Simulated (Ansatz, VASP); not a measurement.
# Two plane-wave programs on Mo3W2

```
Mo W
1.0
     1.59141    2.25055    0.00047
     4.75627   -2.23784   -0.00236
     1.59012   -0.00165  -11.18492
Mo W
6 4
Direct
  0.50000 0.50000 0.99999
  0.00001 0.00000 0.00000
  0.29970 0.29970 0.80109
  0.79969 0.79971 0.80109
  0.20028 0.20030 0.19891
  0.70032 0.70028 0.19891
  0.09979 0.09982 0.60073
  0.59978 0.59981 0.60074
  0.40020 0.40018 0.39927
  0.90022 0.90019 0.39926
```

Change from the starting cell: cell x2, atoms moved at random (sigma 0.1 Å) and cell strained at random (1.5 %), then relaxed without symmetry.

Alike in both runs: functional PBE; k mesh 8 × 4 × 2; occupations gaussian, width 0.2 eV; no spin polarisation.

Ansatz relaxed the structure, and its values are those at the end. VASP's run is a single point on that final structure, the one shown.

```csv
,VASP,Ansatz
version,VASP 6.6.1,Ansatz 0.2.0
potentials or method,"VASP PAW PBE potentials, release 64 (Mo_sv, W_sv), cutoff 520 eV","scalar-relativistic, plane waves, PAW"
valence electrons in the cell,140,140
```

|  | VASP | Ansatz | Ansatz less VASP |
| --- | --- | --- | --- |
| gap on the k mesh at the Fermi level (eV) | none | none | - |
| pressure (GPa) | 0.4 | -0.1 | -0.51 |
| rms of the force components (eV/Å) | 0.003 | 0.004 | +0.0010 |

A gap of «none» marks a metal or a gap that the smearing closes.

Spin-orbit coupling is off throughout.
